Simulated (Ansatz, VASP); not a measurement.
# Fe in VASP and in Ansatz

```
CELL_PARAMETERS angstrom
0.00000 1.92871 1.95192
1.48838 0.00000 1.95192
1.48838 1.92871 0.00000
ATOMIC_POSITIONS crystal
Fe 0.00000 0.00000 0.00000
```

Alike in both runs: task single point; functional r2SCAN; k mesh 13 × 13 × 13; occupations fermi-dirac, width 0.05 eV; collinear spin.

```csv
,VASP,Ansatz
version,VASP 6.6.1,Ansatz 0.2.0
potentials or method,"VASP PAW PBE potentials, release 64 (Fe)",Ansatz PAW
plane-wave cutoff (eV),520,500
valence electrons in the cell,8,16
```

```tsv
	VASP	Ansatz	Ansatz less VASP
gap on the k mesh at the Fermi level (eV)	none	none	-
pressure (GPa)	10.5	10.9	+0.37
traceless stress, the component that is largest in VASP (GPa)	-4.35	-4.51	-0.163
net moment per atom (μB)	2.62	2.62	+0.002
size of the moment on the site where the two differ most (μB)	2.67	2.76	+0.087
```

VASP's potentials were made for PBE, not for r2SCAN. Site moments also hang on the region over which each program counts them. A gap of «none» marks a metal or a gap that the smearing closes. VASP's potentials hold 8 valence electrons a cell and Ansatz's 16, so a difference there can come from the potentials and not from the codes.

Noted on Ansatz's run: the magnetic or orbital state may not be the lowest.
